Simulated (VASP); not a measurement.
# MgO (Fm-3m) in VASP: a series of runs, part 2 of 2

VASP 6.6.1. Earlier steps stand in the parts before.

## Step 5: Single point, LDA

The input, INCAR:

```
PREC = Accurate ; ENCUT = 600
EDIFF = 1E-6 ; ISMEAR = -1
SIGMA = 0.05 ; LREAL = False
LASPH = True ; NELM = 120
ALGO = Normal ; ISIF = 2
LWAVE = False ; LCHARG = False
NBANDS = 11 ; GGA_COMPAT = False
```

The input, KPOINTS:

```
Automatic mesh
0
Gamma
  9 9 9
```

The input, POSCAR:

```
MgO
1.0
    0.0000000000      2.1285000000      2.1285000000
    2.1285000000      0.0000000000      2.1285000000
    2.1285000000      2.1285000000      0.0000000000
Mg O
1 1
Direct
    0.0000000000      0.0000000000      0.0000000000
    0.5000000000      0.5000000000      0.5000000000
```

Potentials or basis: VASP PAW LDA potentials, release 64 (Mg, O).

On the command line:

```console
cat potpaw_LDA.64/Mg/POTCAR potpaw_LDA.64/O/POTCAR > POTCAR
mpirun -np 1 vasp_std > vasp.out
```

OUTCAR:

```text
PREC = Accurate
   ENCUT = 600
   EDIFF = 1E-6
   ISMEAR = -1
   LREAL = False
   LASPH = True
   NELM = 120
   ISIF = 2

 ion  position               nearest neighbor table
   1  0.000  0.000  0.000-   2 2.13   2 2.13   2 2.13   2 2.13   2 2.13   2 2.13
   2  0.500  0.500  0.500-   1 2.13   1 2.13   1 2.13   1 2.13   1 2.13   1 2.13

  LATTYP: Found a face centered cubic cell.
 ALAT       =     4.2570000000

  Lattice vectors:

 A1 = (   0.0000000000,   2.1285000000,   2.1285000000)
 A2 = (   2.1285000000,   0.0000000000,   2.1285000000)
 A3 = (   2.1285000000,   2.1285000000,   0.0000000000)

Analysis of symmetry for initial positions (statically):
=====================================================================
 Subroutine PRICEL returns:
 Original cell was already a primitive cell.

 Routine SETGRP: Setting up the symmetry group for a
 face centered cubic supercell.

 Subroutine GETGRP returns: Found 48 space group operations
 (whereof 48 operations were pure point group operations)
 out of a pool of 48 trial point group operations.

The static configuration has the point symmetry O_h .

Analysis of symmetry for dynamics (positions and initial velocities):
=====================================================================
 Subroutine PRICEL returns:
 Original cell was already a primitive cell.

 Routine SETGRP: Setting up the symmetry group for a
 face centered cubic supercell.

 Subroutine GETGRP returns: Found 48 space group operations
 (whereof 48 operations were pure point group operations)
 out of a pool of 48 trial point group operations.

The dynamic configuration has the point symmetry O_h .

 Subroutine INISYM returns: Found 48 space group operations
 (whereof 48 operations are pure point group operations),
 and found     1 'primitive' translations

----------------------------------------------------------------------------------------

                                     Primitive cell

[... 115 lines left out ...]
   GGA     = CA    functional components
   LHFCALC =     F    Hartree Fock is set to
   AEXX    =    0.0000 exact exchange contribution
   IVDW    =     0    specifies the selected vdW correction
   LEPSILON=     F    determine dielectric tensor
   LRPA    =     F    only Hartree local field effects (RPA)
 non-spin polarized calculation
  energy-cutoff  :      600.00
  volume of cell :       19.29
 maximum number of plane-waves:       652
   NGX = 13   NGY = 13   NGZ = 13

 number of electron       8.0000004 magnetization

 Free energy of the ion-electron system (eV)
  ---------------------------------------------------
  ext. energy  EPLUGINS =         0.00000000
  ---------------------------------------------------
  free energy    TOTEN  =       -13.39091608 eV

  energy without entropy =      -13.39091608  energy(sigma->0) =      -13.39091608

 E-fermi :   3.6460     XC(G=0): -11.4389

 val. band max:        2.6407523410   @ k =   0.0000   0.0000   0.0000
 cond. band min:       6.9946330522   @ k =   0.0000   0.0000   0.0000
 fundamental gap:      4.3538807112
 Fermi energy:         3.6459936069

 k-point     1 :       0.0000    0.0000    0.0000
  band No.  band energies     occupation
      1     -14.1967      2.00000
      2       2.6408      2.00000
      3       2.6408      2.00000
      4       2.6408      2.00000
      5       6.9946      0.00000
      6      17.9950      0.00000
      7      17.9950      0.00000
      8      17.9950      0.00000
      9      21.9373      0.00000
     10      23.5416      0.00000
     11      23.5416      0.00000
[... 309 lines left out ...]
 k-point    24 :       0.4444    0.4444    0.0000
  band No.  band energies     occupation
      1     -12.7152      2.00000
      2      -1.3115      2.00000
      3       1.3465      2.00000
      4       1.3465      2.00000
      5      11.6008      0.00000
      6      11.9977      0.00000
      7      15.2075      0.00000
      8      20.7205      0.00000
      9      20.7205      0.00000
     10      27.3363      0.00000
     11      28.4178      0.00000

 [... further k-points ...]

------------------------ aborting loop because EDIFF is reached ----------------------------------------

  FORCE on cell =-STRESS in cart. coord.  units (eV):
  Direction    XX          YY          ZZ          XY          YZ          ZX
  --------------------------------------------------------------------------------------
  -------------------------------------------------------------------------------------
  Total       -1.4819307     -1.4819307     -1.4819307      0.0000000     -0.0000000      0.0000000
  in kB     -123.1083533   -123.1083533   -123.1083533      0.0000000     -0.0000000      0.0000000
  external PRESSURE =    -123.1083533 kB  Pullay stress =       0.0000000 kB

 VOLUME and BASIS-vectors are now :
 -----------------------------------------------------------------------------
  energy-cutoff  :      600.00
  volume of cell :       19.29
      direct lattice vectors                 reciprocal lattice vectors
     0.000000000  2.128500000  2.128500000    -0.234907212  0.234907212  0.234907212
     2.128500000  0.000000000  2.128500000     0.234907212 -0.234907212  0.234907212
     2.128500000  2.128500000  0.000000000     0.234907212  0.234907212 -0.234907212

 POSITION                                       TOTAL-FORCE (eV/Angst)
 -----------------------------------------------------------------------------------
      0.00000      0.00000      0.00000         0.000000      0.000000      0.000000
      2.12850      2.12850      2.12850        -0.000000     -0.000000     -0.000000
 -----------------------------------------------------------------------------------
    total drift:                               -0.000000     -0.000000      0.000000

  FREE ENERGIE OF THE ION-ELECTRON SYSTEM (eV)
  ---------------------------------------------------
  free  energy   TOTEN  =       -13.3909160788 eV

  energy  without entropy=      -13.3909160788  energy(sigma->0) =      -13.39091608
```

stdout:

```text
POSCAR found type information on POSCAR MgO
 POSCAR found :  2 types and       2 ions
 scaLAPACK will be used
 LDA part: xc-table for (Slater(with rela. corr.)+CA(PZ))
 , standard interpolation
 POSCAR, INCAR and KPOINTS ok, starting setup
 FFT: planning ... GRIDC
 FFT: planning ... GRID_SOFT
 FFT: planning ... GRID
 WAVECAR not read
 entering main loop
```

Run time: 5.9 s. Hardware: 1 thread of Intel Xeon 6975P-C, shared host; peak memory 0.13 GiB.

Results:

```
Free energy            : -13.3909 eV
Pressure               : -12.3 GPa
Band gap on the k mesh : 4.35 eV, direct
```

LDA gaps usually lie below the measured ones, often by a third to a half.
